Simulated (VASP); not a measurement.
# SnSe2 (P-3m1) in VASP: notebook, part 2 of 2

VASP 6.6.1. Earlier steps stand in the parts before.

## (3) Single point, PBE+D3(BJ)

This run uses another cell than the first one, of 19.35 Å³/atom, 0.651 times its volume.

INCAR reads:

```
SYSTEM = SnSe2
PREC = Accurate ; ENCUT = 500
EDIFF = 1E-6 ; ISMEAR = 0
SIGMA = 0.03 ; LREAL = .FALSE.
LASPH = .TRUE. ; NELM = 120
ALGO = Normal ; ISIF = 2
LWAVE = .FALSE. ; LCHARG = .FALSE.
GGA = PE ; IVDW = 12
NBANDS = 20 ; GGA_COMPAT = .FALSE.
```

KPOINTS reads:

```
regular mesh
0
G
  12 12 6
  0 0 0
```

POSCAR reads:

```
SnSe2
1.0
    3.6480000000      0.0000000000      0.0000000000
   -1.8240000000      3.1592606730      0.0000000000
    0.0000000000      0.0000000000      5.0363000000
Sn Se
1 2
Direct
    0.0000000000      0.0000000000      0.0000000000
    0.3333333333      0.6666666667      0.2651331237
    0.6666666667      0.3333333333      0.7348668763
```

Potentials or basis: VASP PAW PBE potentials, release 64 (Sn_d, Se).

Started as:

```sh
$ cat potpaw_PBE.64/Sn_d/POTCAR potpaw_PBE.64/Se/POTCAR > POTCAR
$ mpirun -np 1 vasp_std > vasp.out
```

OUTCAR:

```text
SYSTEM = SnSe2
   PREC = Accurate
   ENCUT = 500
   EDIFF = 1E-6
   ISMEAR = 0
   LREAL = .FALSE.
   LASPH = .TRUE.
   NELM = 120
   ISIF = 2
   GGA = PE
   IVDW = 12
 IVDW          = 12

 ion  position               nearest neighbor table
   1  0.000  0.000  0.000-   2 2.49   3 2.49   2 2.49   3 2.49   3 2.49   2 2.49
   2  0.333  0.667  0.265-   1 2.49   1 2.49   1 2.49
   3  0.667  0.333  0.735-   1 2.49   1 2.49   1 2.49

  LATTYP: Found a hexagonal cell.
 ALAT       =     3.6480000000
 C/A-ratio  =     1.3805646930

  Lattice vectors:

 A1 = (   3.6480000000,   0.0000000000,   0.0000000000)
 A2 = (  -1.8240000000,   3.1592606730,   0.0000000000)
 A3 = (   0.0000000000,   0.0000000000,   5.0363000000)

Analysis of symmetry for initial positions (statically):
=====================================================================
 Subroutine PRICEL returns:
 Original cell was already a primitive cell.

 Routine SETGRP: Setting up the symmetry group for a
 hexagonal supercell.

 Subroutine GETGRP returns: Found 12 space group operations
 (whereof 12 operations were pure point group operations)
 out of a pool of 24 trial point group operations.

The static configuration has the point symmetry D_3d.

Analysis of symmetry for dynamics (positions and initial velocities):
=====================================================================
 Subroutine PRICEL returns:
 Original cell was already a primitive cell.

 Routine SETGRP: Setting up the symmetry group for a
 hexagonal supercell.

 Subroutine GETGRP returns: Found 12 space group operations
 (whereof 12 operations were pure point group operations)
 out of a pool of 24 trial point group operations.

The dynamic configuration has the point symmetry D_3d.

 Subroutine INISYM returns: Found 12 space group operations
 (whereof 12 operations are pure point group operations),
 and found     1 'primitive' translations

----------------------------------------------------------------------------------------

                                     Primitive cell

  volume of cell :      58.0433

  direct lattice vectors                    reciprocal lattice vectors
     3.648000000  0.000000000  0.000000000     0.274122807  0.158264876  0.000000000
    -1.824000000  3.159260673  0.000000000     0.000000000  0.316529753  0.000000000
     0.000000000  0.000000000  5.036300000     0.000000000  0.000000000  0.198558466

  length of vectors
     3.648000000  3.648000000  5.036300000     0.316529753  0.316529753  0.198558466

  position of ions in fractional coordinates (direct lattice)
     0.000000000  0.000000000  0.000000000
     0.333333333  0.666666667  0.265133124
     0.666666667  0.333333333  0.734866876

  ion indices of the primitive-cell ions
   primitive index   ion index
                 1           1
                 2           2
                 3           3

----------------------------------------------------------------------------------------

 KPOINTS: regular mesh

Automatic generation of k-mesh.
 Grid dimensions read from file:
 generate k-points for:   12   12    6

 Generating k-lattice:

  Cartesian coordinates                     Fractional coordinates (reciprocal lattice)
     0.022843567  0.013188740  0.000000000     0.083333333  0.000000000  0.000000000
     0.000000000  0.026377479  0.000000000     0.000000000  0.083333333  0.000000000
     0.000000000  0.000000000  0.033093078     0.000000000  0.000000000  0.166666667

  Length of vectors
     0.026377479  0.026377479  0.033093078

  Shift w.r.t. Gamma in fractional coordinates (k-lattice)
     0.000000000  0.000000000  0.000000000

 Subroutine IBZKPT returns following result:
 ===========================================

 Found    100 irreducible k-points:

 Following reciprocal coordinates:
            Coordinates               Weight
  0.000000  0.000000  0.000000      1.000000
  0.083333 -0.000000  0.000000      6.000000
  0.166667 -0.000000  0.000000      6.000000
  0.250000 -0.000000  0.000000      6.000000
  0.333333 -0.000000  0.000000      6.000000
  0.416667 -0.000000  0.000000      6.000000
[... 16 lines left out ...]
  0.166667 -0.000000  0.166667      6.000000
  0.000000  0.166667  0.166667      6.000000
 [... further k-points ...]
   k-points           NKPTS =    100   k-points in BZ     NKDIM =    100   number of bands    NBANDS=     20
   number of dos      NEDOS =    301   number of ions     NIONS =      3
   total plane-waves  NPLWV =  31360
   dimension x,y,z NGX =    28 NGY =   28 NGZ =   40
   dimension x,y,z NGXF=    56 NGYF=   56 NGZF=   80
   ions per type =               1   2
   NGX,Y,Z   is equivalent  to a cutoff of  12.76, 12.76, 13.20 a.u.
   NGXF,Y,Z  is equivalent  to a cutoff of  25.52, 25.52, 26.41 a.u.
 SYSTEM =  SnSe2
   PREC   = accura    normal or accurate (medium, high low for compatibility)
   ISTART =      0    job   : 0-new  1-cont  2-samecut
   ICHARG =      2    charge: 1-file 2-atom 10-const
   ISPIN  =      1    spin polarized calculation?
   LNONCOLLINEAR =      F non collinear calculations
   LSORBIT =      F    spin-orbit coupling
   LASPH  =      T    aspherical Exc in radial PAW
   ENCUT  =  500.0 eV  36.75 Ry    6.06 a.u.   6.65  6.65  9.18*2*pi/ulx,y,z
   NELM   =    120;   NELMIN=  2; NELMDL= -5     # of ELM steps
   EDIFF  = 0.1E-05   stopping-criterion for ELM
   LREAL  =      F    real-space projection
   EDIFFG = 0.1E-04   stopping-criterion for IOM
   NSW    =      0    number of steps for IOM
   IBRION =     -1    ionic relax: 0-MD 1-quasi-New 2-CG
   NFREE  =      0    steps in history (QN), initial steepest desc. (CG)
   ISIF   =      2    stress and relaxation
   ISYM   =      2    0-nonsym 1-usesym 2-fastsym
   POTIM  = 0.5000    time-step for ionic-motion
   TEBEG  =    0.0;   TEEND  =   0.0 temperature during run
   PSTRESS=    0.0 pullay stress
   NELECT =      26.0000    total number of electrons
   NUPDOWN=      -1.0000    fix difference up-down
   EMIN   =  10.00;   EMAX   =-10.00  energy-range for DOS
   EFERMI =   0.00;   METHOD = LEGACY
   ISMEAR =     0;   SIGMA  =   0.03  broadening in eV -4-tet -1-fermi 0-gaus
   EFERMI_NEDOS =   21; number of points for ismear=-14 and -15
   IALGO  =     38    algorithm
   IMIX   =      4    mixing-type and parameters
     AMIX     =   0.40;   BMIX     =  1.00
     AMIX_MAG =   1.60;   BMIX_MAG =  1.00
  volume/ion in A,a.u.               =      19.35       130.57
  Fermi-wavevector in a.u.,A,eV,Ry     =   1.252608  2.367087 21.347919  1.569028
  Thomas-Fermi vector in A             =   2.386501
   LORBIT       =      0    0 simple, 1 ext, 2 COOP (PROOUT), +10 PAW based schemes
   GGA     = PE    functional components
   LHFCALC =     F    Hartree Fock is set to
   AEXX    =    0.0000 exact exchange contribution
   IVDW    =    12    specifies the selected vdW correction
   LEPSILON=     F    determine dielectric tensor
   LRPA    =     F    only Hartree local field effects (RPA)
 non-spin polarized calculation
 Gauss-broadening in eV      SIGMA  =   0.03
  energy-cutoff  :      500.00
  volume of cell :       58.04
 maximum number of plane-waves:      1507
 NGX is ok and might be reduce to    28
   NGX = 13   NGY = 13   NGZ = 19

 number of electron      26.0000008 magnetization

 Free energy of the ion-electron system (eV)
  ---------------------------------------------------
  ext. energy  EPLUGINS =         0.00000000
  ---------------------------------------------------
  free energy    TOTEN  =        -9.71315136 eV

  energy without entropy =       -9.71291886  energy(sigma->0) =       -9.71303511

 E-fermi :   8.8040     XC(G=0): -10.8968

 val. band max:        8.7998903374   @ k =   0.0000   0.4167   0.3333
 cond. band min:       8.8631582634   @ k =   0.0833  -0.0000   0.0000
 fundamental gap:      0.0632679260
 Fermi energy:         8.8040285771

 k-point     1 :       0.0000    0.0000    0.0000
  band No.  band energies     occupation
      1     -13.9856      2.00000
      2     -13.9856      2.00000
      3     -13.8994      2.00000
      4     -13.8538      2.00000
      5     -13.8538      2.00000
      6      -8.3497      2.00000
[... 12 lines left out ...]
     19      16.9004      0.00000
[... 513 lines left out ...]
      4     -13.8614      2.00000
      5     -13.8474      2.00000
      6      -7.8935      2.00000
[... 12 lines left out ...]
     19      15.9348      0.00000
     20      16.0314      0.00000

 [... further k-points ...]

------------------------ aborting loop because EDIFF is reached ----------------------------------------

 Edisp (eV)   -1.45551

 E8    (eV) :    -0.6363

  FORCE on cell =-STRESS in cart. coord.  units (eV):
  Direction    XX          YY          ZZ          XY          YZ          ZX
  --------------------------------------------------------------------------------------
  -------------------------------------------------------------------------------------
  Total      12.43213    12.43213    13.95409     0.00000     0.00000    -0.00000
  in kB     343.16589   343.16589   385.17684     0.00000     0.00000    -0.00000
  external pressure =      357.17 kB  Pullay stress =        0.00 kB

 VOLUME and BASIS-vectors are now :
 -----------------------------------------------------------------------------
  energy-cutoff  :      500.00
  volume of cell :       58.04
      direct lattice vectors                 reciprocal lattice vectors
     3.648000000  0.000000000  0.000000000     0.274122807  0.158264876  0.000000000
    -1.824000000  3.159260673  0.000000000     0.000000000  0.316529753  0.000000000
     0.000000000  0.000000000  5.036300000     0.000000000  0.000000000  0.198558466

 POSITION                                       TOTAL-FORCE (eV/Angst)
 -----------------------------------------------------------------------------------
      0.00000      0.00000      0.00000        -0.000000      0.000000     -0.000000
     -0.00000      2.10617      1.33529        -0.000000      0.000000      3.662175
      1.82400      1.05309      3.70101         0.000000      0.000000     -3.662175
 -----------------------------------------------------------------------------------
    total drift:                               -0.000000      0.000000      0.000000

  FREE ENERGIE OF THE ION-ELECTRON SYSTEM (eV)
  ---------------------------------------------------
  free  energy   TOTEN  =       -11.1686623910 eV

  energy  without entropy=      -11.1684298969  energy(sigma->0) =      -11.16854614
```

OSZICAR:

```text
N       E                     dE             d eps       ncg     rms          rms(c)
DAV:   1     0.211709499068E+03    0.21171E+03   -0.12112E+04  4164   0.160E+03
DAV:   2     0.129036467953E+02   -0.19881E+03   -0.19085E+03  4224   0.411E+02
DAV:   3    -0.934346916253E+01   -0.22247E+02   -0.21753E+02  4800   0.114E+02
DAV:   4    -0.100516001914E+02   -0.70813E+00   -0.70641E+00  4828   0.208E+01
DAV:   5    -0.100663541244E+02   -0.14754E-01   -0.14752E-01  5188   0.319E+00    0.769E+00
DAV:   6    -0.976533145536E+01    0.30102E+00   -0.40912E-01  6020   0.792E+00    0.492E+00
DAV:   7    -0.971573226863E+01    0.49599E-01   -0.25386E-01  5396   0.379E+00    0.109E+00
DAV:   8    -0.971280815007E+01    0.29241E-02   -0.26572E-02  5652   0.203E+00    0.365E-01
DAV:   9    -0.971314239490E+01   -0.33424E-03   -0.21310E-03  4580   0.378E-01    0.106E-01
DAV:  10    -0.971312408751E+01    0.18307E-04   -0.14136E-04  5656   0.129E-01    0.342E-02
DAV:  11    -0.971314737287E+01   -0.23285E-04   -0.28983E-05  4392   0.377E-02    0.103E-02
DAV:  12    -0.971315161595E+01   -0.42431E-05   -0.29667E-06  4864   0.126E-02    0.590E-03
DAV:  13    -0.971315135582E+01    0.26013E-06   -0.78216E-07  3524   0.949E-03
   1 F= -.11168662E+02 E0= -.11168546E+02  d E =-.232494E-03
```

stdout:

```text
POSCAR found type information on POSCAR SnSe
 POSCAR found :  2 types and       3 ions
 scaLAPACK will be used
 LDA part: xc-table for (Slater+PW92), standard interpolation
 POSCAR, INCAR and KPOINTS ok, starting setup
 FFT: planning ... GRIDC
 FFT: planning ... GRID_SOFT
 FFT: planning ... GRID
 WAVECAR not read
 entering main loop
```

Run time: 41 s. Hardware: 1 thread of Intel Xeon 6975P-C (Granite Rapids), shared host; peak memory 0.26 GiB.

Results:

```
Free energy                : -11.1687 eV
Pressure                   : 35.7 GPa
Largest force              : 3.662 eV/Å
Band gap on the k mesh     : zero (band 13 reaches 8.96 eV, above the bottom of band 14 at 8.80 eV)
Dispersion energy per atom : -0.485 eV
```

Forces on the atoms (eV/Å):
```
Sn   0.000  0.000  0.000
Se   0.000  0.000  3.662
Se   0.000  0.000 -3.662
```

Stress tensor (GPa, compression positive):
```
34.32  0.00  0.00
 0.00 34.32  0.00
 0.00  0.00 38.52
```

Caveat: spin-orbit coupling is left out, which moves the levels of the heavy elements; pairwise dispersion overbinds metals, which lowers pressure and volume; forces of over 1 eV/Å act on the atoms, so gaps and moduli don't describe the material at rest.

## (4) Single point, PBE+D3(BJ)

This run uses another cell than the first one, of 19.56 Å³/atom, 0.658 times its volume.

INCAR reads:

```
ALGO = Normal
EDIFF = 1E-6
ENCUT = 500
GGA = PE
GGA_COMPAT = False
ISIF = 2
ISMEAR = 0
IVDW = 12
LASPH = True
LCHARG = False
LREAL = False
LWAVE = False
NBANDS = 20
NELM = 120
PREC = Accurate
SIGMA = 0.03
```

KPOINTS reads:

```
k-points
0
Gamma
  12 12 6
```

POSCAR reads:

```
SnSe2
1.0
    3.7920000000      0.0000000000      0.0000000000
   -1.8960000000      3.2839683311      0.0000000000
    0.0000000000      0.0000000000      4.7118000000
Sn Se
1 2
Direct
    0.0000000000      0.0000000000      0.0000000000
    0.3333333333      0.6666666667      0.2651331237
    0.6666666667      0.3333333333      0.7348668763
```

Started as:

```sh
$ cat potpaw_PBE.64/Sn_d/POTCAR potpaw_PBE.64/Se/POTCAR > POTCAR
$ mpirun -np 1 vasp_std > vasp.out
```

Run time: 37 s. Hardware: 1 thread of Intel Xeon 6975P-C (Granite Rapids), shared host; peak memory 0.25 GiB.

It converged, with:

```
Free energy                : -11.2115 eV
Pressure                   : 31.8 GPa
Largest force              : 3.375 eV/Å
Band gap on the k mesh     : zero (band 13 reaches 9.03 eV, above the bottom of band 14 at 8.70 eV)
Dispersion energy per atom : -0.480 eV
```

Forces on the atoms (eV/Å):
```
Sn   0.000  0.000  0.000
Se   0.000  0.000  3.375
Se   0.000  0.000 -3.375
```

Stress tensor (GPa, compression positive):
```
31.06  0.00  0.00
 0.00 31.06  0.00
 0.00  0.00 33.39
```

Levels at points of the mesh, in eV from the Fermi level:
```
           k point  band 10  band 11  band 12  band 13  band 14  band 15  band 16  band 17
(0.00, 0.00, 0.00)    -2.95    -2.94    -2.94    -0.31     0.40     0.65     3.67     3.67
(0.50, 0.00, 0.00)    -5.78    -4.94    -2.99    -1.16     0.08     2.95     4.23     4.31
(0.00, 0.00, 0.50)    -3.23    -3.23    -2.19    -2.19     1.31     1.47     2.18     2.18
(0.50, 0.00, 0.50)    -5.03    -3.00    -2.86    -2.66     1.76     3.44     5.63     6.73
```

Caveat: spin-orbit coupling is left out, which moves the levels of the heavy elements; pairwise dispersion overbinds metals, which lowers pressure and volume; forces of over 1 eV/Å act on the atoms, so gaps and moduli don't describe the material at rest.

## (5) Single point, PBE+D3(BJ)

This run uses another cell than the first one, of 30.34 Å³/atom, 1.020 times its volume.

INCAR reads:

```
  PREC = Accurate
  ENCUT = 500
  EDIFF = 1E-6
  ISMEAR = 0
  SIGMA = 0.03
  LREAL = False
  LASPH = True
  NELM = 120
  ALGO = Normal
  ISIF = 2
  LWAVE = False
  LCHARG = False
  GGA = PE
  IVDW = 12
  NBANDS = 20
  GGA_COMPAT = False
```

KPOINTS reads:

```
Automatic mesh
0
Gamma
  12 12 6
```

POSCAR: that of step 4 with these lines changed.

```diff
@@ -4,3 +4,3 @@
    -1.8960000000      3.2839683311      0.0000000000
-    0.0000000000      0.0000000000      4.7118000000
+    0.0000000000      0.0000000000      7.3081000000
 Sn Se
```

Started as:

```sh
$ cat potpaw_PBE.64/Sn_d/POTCAR potpaw_PBE.64/Se/POTCAR > POTCAR
$ mpirun -np 1 vasp_std > vasp.out
```

It took 68 s on 1 thread of Intel Xeon 6975P-C (Granite Rapids), shared host; peak memory 0.31 GiB.

Results (log left out):

| Quantity | Value |
| --- | --- |
| Free energy | -12.0232 eV |
| Pressure | -6.9 GPa |
| Largest force | 1.890 eV/Å |
| Band gap on the k mesh | zero (band 13 reaches 3.13 eV, above the bottom of band 14 at 2.46 eV) |
| Dispersion energy per atom | -0.305 eV |

Forces in eV/Å, atoms in the order of the input:
```
Sn   0.000  0.000  0.000
Se   0.000  0.000 -1.890
Se   0.000  0.000  1.890
```

Stress tensor (GPa, compression positive):
```
 -2.87   0.00   0.00
  0.00  -2.87   0.00
  0.00   0.00 -15.06
```

Levels at points of the mesh, in eV from the Fermi level:
```
           k point  band 10  band 11  band 12  band 13  band 14  band 15  band 16  band 17
(0.00, 0.00, 0.00)    -0.08    -0.08     0.05     0.05     0.09     3.61     4.56     4.56
(0.50, 0.00, 0.00)    -3.13    -1.91    -1.56    -0.40     0.24     2.85     4.07     4.19
(0.00, 0.00, 0.50)    -0.15    -0.15     0.14     0.14     1.62     3.17     4.47     4.47
(0.50, 0.00, 0.50)    -2.63    -1.44    -1.40    -0.61    -0.53     2.44     4.05     4.49
```

Caveat: spin-orbit coupling is left out, which moves the levels of the heavy elements; forces of over 1 eV/Å act on the atoms, so gaps and moduli don't describe the material at rest.

## (6) Summary

| cell | gap on the mesh (eV) | pressure (GPa) | largest force (eV/Å) |
| --- | --- | --- | --- |
| a = 3.840, b = 3.840, c = 6.984 Å, angles 90.0, 90.0, 120.0°, 3 atoms | none | -6.7 | 1.66 |
| a = 3.648, b = 3.648, c = 5.036 Å, angles 90.0, 90.0, 120.0°, 3 atoms | none | 35.7 | 3.66 |
| a = 3.792, b = 3.792, c = 4.712 Å, angles 90.0, 90.0, 120.0°, 3 atoms | none | 31.8 | 3.37 |
| a = 3.792, b = 3.792, c = 7.308 Å, angles 90.0, 90.0, 120.0°, 3 atoms | none | -6.9 | 1.89 |

Alike in all rows: task single point; level PBE+D3(BJ); potentials or basis VASP PAW PBE potentials, release 64 (Sn_d, Se); no spin polarisation; k mesh 12 × 12 × 6; cutoff (eV) 500; smearing gaussian 0.03 eV.

Caveats: spin-orbit coupling is left out, which moves the levels of the heavy elements; forces of over 1 eV/Å act on the atoms, so gaps and moduli don't describe the material at rest; pairwise dispersion overbinds metals, which lowers pressure and volume (some runs).

Total energies depend on the potentials used, so only differences within one code and one set of settings carry meaning.
